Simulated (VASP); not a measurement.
Write the native input for VASP 6.6.1 that does the following.

| Property | Result |
| --- | --- |
| Task | single point |
| Functional | PBE |
| Dispersion | D3(BJ) |
| Potentials or basis | VASP PAW PBE potentials, release 64 (C_h, O_h) |
| Cutoff | 910 eV |
| k mesh | 4 × 4 × 4 |
| Occupations | gaussian, width 0.1 eV |
| Spin | no spin polarisation |
| Dipole correction | no |
| Further INCAR settings | ALGO = Normal; EDIFF = 1e-06; NBANDS = 44 |

The structure of CO2 lies in POSCAR:

```
CO2
1.0
    5.6300000000      0.0000000000      0.0000000000
    0.0000000000      5.6300000000      0.0000000000
    0.0000000000      0.0000000000      5.6300000000
C O
4 8
Direct
    0.0000000000      0.0000000000      0.0000000000
    0.5000000000      0.0000000000      0.5000000000
    0.5000000000      0.5000000000      0.0000000000
    0.0000000000      0.5000000000      0.5000000000
    0.1080000000      0.1080000000      0.1080000000
    0.3920000000      0.8920000000      0.6080000000
    0.6080000000      0.3920000000      0.8920000000
    0.8920000000      0.6080000000      0.3920000000
    0.8920000000      0.8920000000      0.8920000000
    0.6080000000      0.1080000000      0.3920000000
    0.3920000000      0.6080000000      0.1080000000
    0.1080000000      0.3920000000      0.6080000000
```

The input as run:

INCAR

```
  PREC = Accurate
  ENCUT = 910
  EDIFF = 1E-6
  ISMEAR = 0
  SIGMA = 0.1
  LREAL = False
  LASPH = True
  NELM = 120
  ALGO = Normal
  ISIF = 2
  LWAVE = False
  LCHARG = False
  GGA = PE
  IVDW = 12
  NBANDS = 44
  GGA_COMPAT = False
```

KPOINTS

```
Automatic mesh
0
Gamma
  4 4 4
```

Potentials or basis: VASP PAW PBE potentials, release 64 (C_h, O_h).

The run is started by

```console
$ cat potpaw_PBE.64/C_h/POTCAR potpaw_PBE.64/O_h/POTCAR > POTCAR
$ mpirun -np 1 vasp_std > vasp.out
```

It gave:

```json
{"Pressure": "45.0 GPa", "Largest force": "18.159 eV/Å", "Band gap on the k mesh": "7.64 eV", "Dispersion energy per atom": "-0.069 eV"}
```

Caveat: the cutoff is under 1.25 times the usual one of these potentials, so pressure, stress and relaxed cells hold a basis-set (Pulay) error; the cell stands under pressure; forces of over 1 eV/Å act on the atoms, so gaps and moduli don't describe the material at rest.

Wall time 3 min on 1 thread of AMD EPYC 7R43 64-Core Processor (Zen 3), with other jobs on the host, peak memory 0.45 GiB.
